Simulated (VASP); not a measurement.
# GaN (I-4m2) in VASP: further runs

Runs on GaN. Level: PBE. Tasks: single point.

Program: VASP 6.6.1. These are calculated values, not measurements. Logs are shortened: lines on timing, memory, paths and dates and some standing lists are left out, and cuts for length are marked.

### 1 The cell of the first run

The structure is tetragonal, space group I-4m2 (No. 119). Conventional cell: a = 3.107 Å, b = 3.107 Å, c = 4.732 Å, α = 90.00°, β = 90.00°, γ = 90.00°. Ga (site symmetry -4m2) has 4 N at 1.95 Å within 2.6 Å. Within 2.6 Å of N (site symmetry -4m2) lie 4 Ga at 1.95 Å.

### 2 Single point, PBE (strain -0.025 along x and y, +0.050 along z)

Input file INCAR:

```
ALGO = Normal
EDIFF = 1E-6
ENCUT = 520
GGA = PE
ISIF = 2
ISMEAR = 0
LASPH = T
LCHARG = F
LREAL = F
LWAVE = F
NBANDS = 16
NELM = 80
PREC = Accurate
SIGMA = 0.05
```

Input file KPOINTS:

```
k-points
0
Gamma
  10 10 10
```

Input file POSCAR:

```
GaN
1.0
    0.0000000000      2.1971630923      2.3661756379
    2.1971630923      0.0000000000      2.3661756379
    2.1971630923      2.1971630923      0.0000000000
Ga N
1 1
Direct
    0.0000000000      0.0000000000      0.0000000000
    0.7500000000      0.7500000000      0.7500000000
```

Potentials or basis: VASP PAW PBE potentials, release 64 (Ga_d, N).

Command:

```bash
> cat potpaw_PBE.64/Ga_d/POTCAR potpaw_PBE.64/N/POTCAR > POTCAR
> mpirun -np 1 vasp_std > vasp.out
```

OUTCAR:

```text
EDIFF = 1E-6
   ENCUT = 520
   GGA = PE
   ISIF = 2
   ISMEAR = 0
   LASPH = T
   LREAL = F
   NELM = 80
   PREC = Accurate

 ion  position               nearest neighbor table
   1  0.000  0.000  0.000-   2 1.95   2 1.95   2 1.95   2 1.95
   2  0.750  0.750  0.750-   1 1.95   1 1.95   1 1.95   1 1.95

  LATTYP: Found a body centered tetragonal cell.
 ALAT       =     3.1072578439
 C/A-ratio  =     1.5229992210

  Lattice vectors:

 A1 = (  -2.1971630923,   0.0000000000,   2.3661756379)
 A2 = (   2.1971630923,   0.0000000000,   2.3661756379)
 A3 = (   0.0000000000,   2.1971630923,  -2.3661756379)

Analysis of symmetry for initial positions (statically):
=====================================================================
 Subroutine PRICEL returns:
 Original cell was already a primitive cell.

 Routine SETGRP: Setting up the symmetry group for a
 body centered tetragonal supercell.

 Subroutine GETGRP returns: Found  8 space group operations
 (whereof  8 operations were pure point group operations)
 out of a pool of 16 trial point group operations.

The static configuration has the point symmetry D_2d.

Analysis of symmetry for dynamics (positions and initial velocities):
=====================================================================
 Subroutine PRICEL returns:
 Original cell was already a primitive cell.

 Routine SETGRP: Setting up the symmetry group for a
 body centered tetragonal supercell.

 Subroutine GETGRP returns: Found  8 space group operations
 (whereof  8 operations were pure point group operations)
 out of a pool of 16 trial point group operations.

The dynamic configuration has the point symmetry D_2d.

 Subroutine INISYM returns: Found  8 space group operations
 (whereof  8 operations are pure point group operations),
 and found     1 'primitive' translations

----------------------------------------------------------------------------------------

                                     Primitive cell

  volume of cell :      22.8455

  direct lattice vectors                    reciprocal lattice vectors
     0.000000000  2.197163092  2.366175638    -0.227566175  0.227566175  0.211311448
     2.197163092  0.000000000  2.366175638     0.227566175 -0.227566175  0.211311448
     2.197163092  2.197163092  0.000000000     0.227566175  0.227566175 -0.211311448

  length of vectors
     3.228980149  3.228980149  3.107257844     0.385000332  0.385000332  0.385000332

  position of ions in fractional coordinates (direct lattice)
     0.000000000  0.000000000  0.000000000
     0.750000000  0.750000000  0.750000000

  ion indices of the primitive-cell ions
   primitive index   ion index
                 1           1
                 2           2

----------------------------------------------------------------------------------------

 KPOINTS: k-points

Automatic generation of k-mesh.
 Grid dimensions read from file:
 generate k-points for:   10   10   10

 Generating k-lattice:

  Cartesian coordinates                     Fractional coordinates (reciprocal lattice)
    -0.022756617  0.022756617  0.021131145     0.100000000  0.000000000  0.000000000
     0.022756617 -0.022756617  0.021131145     0.000000000  0.100000000  0.000000000
     0.022756617  0.022756617 -0.021131145     0.000000000  0.000000000  0.100000000

  Length of vectors
     0.038500033  0.038500033  0.038500033

  Shift w.r.t. Gamma in fractional coordinates (k-lattice)
     0.000000000  0.000000000  0.000000000

 Subroutine IBZKPT returns following result:
 ===========================================

 Found    102 irreducible k-points:

 Following reciprocal coordinates:
            Coordinates               Weight
  0.000000  0.000000  0.000000      1.000000
  0.100000  0.000000  0.000000      8.000000
  0.200000  0.000000  0.000000      8.000000
  0.300000 -0.000000  0.000000      8.000000
  0.400000  0.000000  0.000000      8.000000
  0.500000  0.000000  0.000000      4.000000
[... 16 lines left out ...]
  0.300000  0.300000  0.000000      2.000000
  0.400000  0.300000  0.000000      8.000000
 [... further k-points ...]
   k-points           NKPTS =    102   k-points in BZ     NKDIM =    102   number of bands    NBANDS=     16
   number of dos      NEDOS =    301   number of ions     NIONS =      2
   total plane-waves  NPLWV =  13824
   dimension x,y,z NGX =    24 NGY =   24 NGZ =   24
   dimension x,y,z NGXF=    48 NGYF=   48 NGZF=   48
   ions per type =               1   1
   NGX,Y,Z   is equivalent  to a cutoff of  12.36, 12.36, 12.84 a.u.
   NGXF,Y,Z  is equivalent  to a cutoff of  24.71, 24.71, 25.68 a.u.
 SYSTEM =  unknown system
   PREC   = accura    normal or accurate (medium, high low for compatibility)
   ISTART =      0    job   : 0-new  1-cont  2-samecut
   ICHARG =      2    charge: 1-file 2-atom 10-const
   ISPIN  =      1    spin polarized calculation?
   LNONCOLLINEAR =      F non collinear calculations
   LSORBIT =      F    spin-orbit coupling
   LASPH  =      T    aspherical Exc in radial PAW
   ENCUT  =  520.0 eV  38.22 Ry    6.18 a.u.   6.00  6.00  5.78*2*pi/ulx,y,z
   NELM   =     80;   NELMIN=  2; NELMDL= -5     # of ELM steps
   EDIFF  = 0.1E-05   stopping-criterion for ELM
   LREAL  =      F    real-space projection
   EDIFFG = 0.1E-04   stopping-criterion for IOM
   NSW    =      0    number of steps for IOM
   IBRION =     -1    ionic relax: 0-MD 1-quasi-New 2-CG
   NFREE  =      0    steps in history (QN), initial steepest desc. (CG)
   ISIF   =      2    stress and relaxation
   ISYM   =      2    0-nonsym 1-usesym 2-fastsym
   POTIM  = 0.5000    time-step for ionic-motion
   TEBEG  =    0.0;   TEEND  =   0.0 temperature during run
   PSTRESS=    0.0 pullay stress
   NELECT =      18.0000    total number of electrons
   NUPDOWN=      -1.0000    fix difference up-down
   EMIN   =  10.00;   EMAX   =-10.00  energy-range for DOS
   EFERMI =   0.00;   METHOD = LEGACY
   ISMEAR =     0;   SIGMA  =   0.05  broadening in eV -4-tet -1-fermi 0-gaus
   EFERMI_NEDOS =   21; number of points for ismear=-14 and -15
   IALGO  =     38    algorithm
   IMIX   =      4    mixing-type and parameters
     AMIX     =   0.40;   BMIX     =  1.00
     AMIX_MAG =   1.60;   BMIX_MAG =  1.00
  volume/ion in A,a.u.               =      11.42        77.08
  Fermi-wavevector in a.u.,A,eV,Ry     =   1.512046  2.857354 31.106790  2.286285
  Thomas-Fermi vector in A             =   2.622023
   LORBIT       =      0    0 simple, 1 ext, 2 COOP (PROOUT), +10 PAW based schemes
   GGA     = PE    functional components
   LHFCALC =     F    Hartree Fock is set to
   AEXX    =    0.0000 exact exchange contribution
   IVDW    =     0    specifies the selected vdW correction
   LEPSILON=     F    determine dielectric tensor
   LRPA    =     F    only Hartree local field effects (RPA)
 non-spin polarized calculation
 Gauss-broadening in eV      SIGMA  =   0.05
  energy-cutoff  :      520.00
  volume of cell :       22.85
 maximum number of plane-waves:       636
   NGX = 11   NGY = 11   NGZ = 11

 number of electron      18.0000004 magnetization

 Free energy of the ion-electron system (eV)
  ---------------------------------------------------
  ext. energy  EPLUGINS =         0.00000000
  ---------------------------------------------------
  free energy    TOTEN  =       -12.10637987 eV

  energy without entropy =      -12.10637987  energy(sigma->0) =      -12.10637987

 E-fermi :   5.6364     XC(G=0): -11.6831

 val. band max:        5.4328280587   @ k =   0.0000   0.0000   0.0000
 cond. band min:       7.0160842244   @ k =   0.0000   0.0000   0.0000
 fundamental gap:      1.5832561657
 Fermi energy:         5.6364034827

 k-point     1 :       0.0000    0.0000    0.0000
  band No.  band energies     occupation
      1     -10.6366      2.00000
      2      -8.2080      2.00000
      3      -8.1222      2.00000
      4      -8.1222      2.00000
      5      -7.8360      2.00000
      6      -7.8351      2.00000
[... 8 lines left out ...]
     15      22.9497      0.00000
     16      23.3979      0.00000

 k-point     2 :       0.1000    0.0000    0.0000
  band No.  band energies     occupation
      1     -10.5254      2.00000
      2      -8.1853      2.00000
      3      -8.1090      2.00000
      4      -8.0937      2.00000
      5      -7.8382      2.00000
      6      -7.8344      2.00000
[... 8 lines left out ...]
     15      23.3876      0.00000
     16      23.7180      0.00000

 k-point     3 :       0.2000    0.0000    0.0000
  band No.  band energies     occupation
      1     -10.2456      2.00000
      2      -8.1399      2.00000
      3      -8.0780      2.00000
      4      -7.9530      2.00000
      5      -7.8426      2.00000
      6      -7.8203      2.00000
[... 8 lines left out ...]
     15      22.6212      0.00000
     16      22.6623      0.00000

 k-point     4 :       0.3000   -0.0000    0.0000
  band No.  band energies     occupation
      1      -9.9486      2.00000
      2      -8.1093      2.00000
      3      -8.0501      2.00000
      4      -7.8367      2.00000
      5      -7.8133      2.00000
      6      -7.5460      2.00000
[... 8 lines left out ...]
     15      22.7777      0.00000
     16      22.8645      0.00000
[... 324 lines left out ...]
 k-point    22 :      -0.2000    0.2000    0.0000
  band No.  band energies     occupation
      1      -9.8455      2.00000
      2      -8.0953      2.00000
      3      -8.0241      2.00000
      4      -7.8702      2.00000
      5      -7.8495      2.00000
      6      -7.3155      2.00000
[... 8 lines left out ...]
     15      23.0903      0.00000
     16      25.2577      0.00000

 k-point    23 :       0.3000    0.3000    0.0000
  band No.  band energies     occupation
      1      -9.8099      2.00000
      2      -7.9817      2.00000
      3      -7.9438      2.00000
      4      -7.9438      2.00000
      5      -7.7985      2.00000
      6      -7.5134      2.00000
[... 8 lines left out ...]
     15      28.0883      0.00000
     16      28.4462      0.00000

 k-point    24 :       0.4000    0.3000    0.0000
  band No.  band energies     occupation
      1      -9.6834      2.00000
      2      -8.0017      2.00000
      3      -7.9171      2.00000
      4      -7.9118      2.00000
      5      -7.7921      2.00000
      6      -7.0817      2.00000
[... 8 lines left out ...]
     15      27.8487      0.00000
     16      28.3779      0.00000

 [... further k-points ...]
[... 5 lines left out ...]
  --------------------------------------------------------------------------------------
  -------------------------------------------------------------------------------------
  Total        1.2323990      1.2323990     -0.2867768      0.0000000     -0.0000000      0.0000000
  in kB       86.4291753     86.4291753    -20.1118957      0.0000000     -0.0000000      0.0000000
  external PRESSURE =      50.9154849 kB  Pullay stress =       0.0000000 kB

 VOLUME and BASIS-vectors are now :
 -----------------------------------------------------------------------------
  energy-cutoff  :      520.00
  volume of cell :       22.85
      direct lattice vectors                 reciprocal lattice vectors
     0.000000000  2.197163092  2.366175638    -0.227566175  0.227566175  0.211311448
     2.197163092  0.000000000  2.366175638     0.227566175 -0.227566175  0.211311448
     2.197163092  2.197163092  0.000000000     0.227566175  0.227566175 -0.211311448

 POSITION                                       TOTAL-FORCE (eV/Angst)
 -----------------------------------------------------------------------------------
      0.00000      0.00000      0.00000        -0.000000      0.000000      0.000000
      3.29574      3.29574      3.54926         0.000000     -0.000000     -0.000000
 -----------------------------------------------------------------------------------
    total drift:                               -0.000001     -0.000001      0.000000

  FREE ENERGIE OF THE ION-ELECTRON SYSTEM (eV)
  ---------------------------------------------------
  free  energy   TOTEN  =       -12.1063798674 eV

  energy  without entropy=      -12.1063798674  energy(sigma->0) =      -12.10637987
```

It took 19 s on 1 thread of Intel Xeon 6975P-C, shared host; peak memory 0.16 GiB.

What came out:

| Property | Result |
| --- | --- |
| Free energy | -12.1064 eV |
| Pressure | 5.1 GPa |
| Band gap on the k mesh | 1.58 eV, direct |

Levels at points of the mesh, in eV from the valence-band top:
```
           k point  band 7  band 8  band 9  band 10  band 11  band 12
(0.00, 0.00, 0.00)   -0.39    0.00    0.00     1.58    10.15    10.15
(0.50, 0.00, 0.00)   -7.16   -1.39   -0.80     4.37     8.61     9.91
(0.50, 0.50, 0.00)   -6.79   -2.44   -2.44     3.59     7.29    10.94
(0.50, 0.00, 0.50)   -5.97   -3.00   -2.99     3.08     6.16    11.89
```

Caveat: the cell differs from its parent crystal (strain -0.025 along x and y, +0.050 along z).

### 3 Single point, PBE (strain +0.000 along x and y, +0.025 along z)

Input file INCAR:

```
ALGO = Normal
EDIFF = 1E-7
ENCUT = 520
GGA = PE
ISIF = 2
ISMEAR = 0
LASPH = True
LCHARG = False
LREAL = False
LWAVE = False
NBANDS = 16
NELM = 80
PREC = Accurate
SIGMA = 0.05
```

KPOINTS is that of step 2.

Input file POSCAR:

```
GaN
1.0
    0.0000000000      2.2535006075      2.3098381227
    2.2535006075      0.0000000000      2.3098381227
    2.2535006075      2.2535006075      0.0000000000
Ga N
1 1
Direct
    0.0000000000      0.0000000000      0.0000000000
    0.7500000000      0.7500000000      0.7500000000
```

Potentials or basis: VASP PAW PBE potentials, release 64 (Ga_d, N).

Command:

```bash
> cat potpaw_PBE.64/Ga_d/POTCAR potpaw_PBE.64/N/POTCAR > POTCAR
> mpirun -np 1 vasp_std > vasp.out
```

OUTCAR:

```text
EDIFF = 1E-7
   ENCUT = 520
   GGA = PE
   ISIF = 2
   ISMEAR = 0
   LASPH = True
   LREAL = False
   NELM = 80
   PREC = Accurate

 ion  position               nearest neighbor table
   1  0.000  0.000  0.000-   2 1.97   2 1.97   2 1.97   2 1.97
   2  0.750  0.750  0.750-   1 1.97   1 1.97   1 1.97   1 1.97

  LATTYP: Found a body centered tetragonal cell.
 ALAT       =     3.1869311219
 C/A-ratio  =     1.4495689014

  Lattice vectors:

 A1 = (  -2.2535006075,   0.0000000000,   2.3098381227)
[... 191 lines left out ...]
      6      -8.1137      2.00000
[... 433 lines left out ...]
      3      -8.1969      2.00000
      4      -8.1955      2.00000
      5      -8.0635      2.00000
      6      -7.2170      2.00000
[... 8 lines left out ...]
     15      27.0034      0.00000
     16      27.3847      0.00000

 [... further k-points ...]
[... 5 lines left out ...]
  --------------------------------------------------------------------------------------
  -------------------------------------------------------------------------------------
  Total        0.2327494      0.2327494     -0.2348422      0.0000000     -0.0000000      0.0000000
  in kB       15.8954323     15.8954323    -16.0383581      0.0000000     -0.0000000      0.0000000
  external PRESSURE =       5.2508355 kB  Pullay stress =       0.0000000 kB

 VOLUME and BASIS-vectors are now :
 -----------------------------------------------------------------------------
  energy-cutoff  :      520.00
  volume of cell :       23.46
      direct lattice vectors                 reciprocal lattice vectors
     0.000000000  2.253500607  2.309838123    -0.221877020  0.221877020  0.216465386
     2.253500607  0.000000000  2.309838123     0.221877020 -0.221877020  0.216465386
     2.253500607  2.253500607  0.000000000     0.221877020  0.221877020 -0.216465386

 POSITION                                       TOTAL-FORCE (eV/Angst)
 -----------------------------------------------------------------------------------
      0.00000      0.00000      0.00000         0.000000      0.000000     -0.000000
      3.38025      3.38025      3.46476        -0.000000     -0.000000      0.000000
 -----------------------------------------------------------------------------------
    total drift:                               -0.000001     -0.000001     -0.000002

  FREE ENERGIE OF THE ION-ELECTRON SYSTEM (eV)
  ---------------------------------------------------
  free  energy   TOTEN  =       -12.1496084253 eV

  energy  without entropy=      -12.1496084253  energy(sigma->0) =      -12.14960843
```

stdout:

```text
POSCAR found type information on POSCAR GaN
 POSCAR found :  2 types and       2 ions
 scaLAPACK will be used
 LDA part: xc-table for (Slater+PW92), standard interpolation
 POSCAR, INCAR and KPOINTS ok, starting setup
 FFT: planning ... GRIDC
 FFT: planning ... GRID_SOFT
 FFT: planning ... GRID
 WAVECAR not read
 entering main loop
```

It took 21 s on 1 thread of Intel Xeon 6975P-C, shared host; peak memory 0.16 GiB.

What came out:

```
Free energy            : -12.1496 eV
Pressure               : 0.5 GPa
Band gap on the k mesh : 1.52 eV, direct
```

Stress tensor (GPa, compression positive):
```
 1.59  0.00  0.00
 0.00  1.59  0.00
 0.00  0.00 -1.60
```

Caveat: the cell differs from its parent crystal (strain +0.000 along x and y, +0.025 along z).

### 4 Single point, PBE (strain +0.025 along x and y, +0.000 along z)

Input file INCAR:

```
SYSTEM = GaN
  PREC = Accurate
  ENCUT = 520
  EDIFF = 1E-6
  ISMEAR = 0
  SIGMA = 0.05
  LREAL = .False.
  LASPH = .True.
  NELM = 80
  ALGO = Normal
  ISIF = 2
  LWAVE = .False.
  LCHARG = .False.
  GGA = PE
  NBANDS = 16
```

Input file KPOINTS:

```
Automatic mesh
0
Gamma
  10 10 10
  0 0 0
```

Input file POSCAR:

```
GaN
1.0
    0.0000000000      2.3098381227      2.2535006075
    2.3098381227      0.0000000000      2.2535006075
    2.3098381227      2.3098381227      0.0000000000
Ga N
1 1
Direct
    0.0000000000      0.0000000000      0.0000000000
    0.7500000000      0.7500000000      0.7500000000
```

Potentials or basis: VASP PAW PBE potentials, release 64 (Ga_d, N).

Command:

```bash
> cat potpaw_PBE.64/Ga_d/POTCAR potpaw_PBE.64/N/POTCAR > POTCAR
> mpirun -np 1 vasp_std > vasp.out
```

OUTCAR:

```text
SYSTEM = GaN
   PREC = Accurate
   ENCUT = 520
   EDIFF = 1E-6
   ISMEAR = 0
   LREAL = .False.
   LASPH = .True.
   NELM = 80
   ISIF = 2
   GGA = PE

 ion  position               nearest neighbor table
   1  0.000  0.000  0.000-   2 1.98   2 1.98   2 1.98   2 1.98
   2  0.750  0.750  0.750-   1 1.98   1 1.98   1 1.98   1 1.98

  LATTYP: Found a body centered tetragonal cell.
 ALAT       =     3.2666044000
 C/A-ratio  =     1.3797205486

  Lattice vectors:

[... 644 lines left out ...]

  FORCE on cell =-STRESS in cart. coord.  units (eV):
  Direction    XX          YY          ZZ          XY          YZ          ZX
  --------------------------------------------------------------------------------------
  -------------------------------------------------------------------------------------
  Total       -0.6679929     -0.6679929     -0.2343210      0.0000000      0.0000000     -0.0000000
  in kB      -44.5073398    -44.5073398    -15.6124487      0.0000000      0.0000000     -0.0000000
  external PRESSURE =     -34.8757094 kB  Pullay stress =       0.0000000 kB

 VOLUME and BASIS-vectors are now :
 -----------------------------------------------------------------------------
  energy-cutoff  :      520.00
  volume of cell :       24.05
      direct lattice vectors                 reciprocal lattice vectors
     0.000000000  2.309838123  2.253500607    -0.216465386  0.216465386  0.221877020
     2.309838123  0.000000000  2.253500607     0.216465386 -0.216465386  0.221877020
     2.309838123  2.309838123  0.000000000     0.216465386  0.216465386 -0.221877020

 POSITION                                       TOTAL-FORCE (eV/Angst)
 -----------------------------------------------------------------------------------
      0.00000      0.00000      0.00000         0.000000      0.000000     -0.000000
      3.46476      3.46476      3.38025        -0.000000     -0.000000      0.000000
 -----------------------------------------------------------------------------------
    total drift:                               -0.000002     -0.000002     -0.000000

  FREE ENERGIE OF THE ION-ELECTRON SYSTEM (eV)
  ---------------------------------------------------
  free  energy   TOTEN  =       -12.1445928235 eV

  energy  without entropy=      -12.1445928235  energy(sigma->0) =      -12.14459282
```

Wall time 21 s (1 thread of Intel Xeon 6975P-C, shared host); peak memory 0.17 GiB.

What came out:

```
Free energy            : -12.1446 eV
Pressure               : -3.5 GPa
Band gap on the k mesh : 1.33 eV, direct
```

Stress tensor (GPa, compression positive):
```
-4.45  0.00  0.00
 0.00 -4.45  0.00
 0.00  0.00 -1.56
```

Caveat: the cell differs from its parent crystal (strain +0.025 along x and y, +0.000 along z).

(Continued in part 2 of 2.)
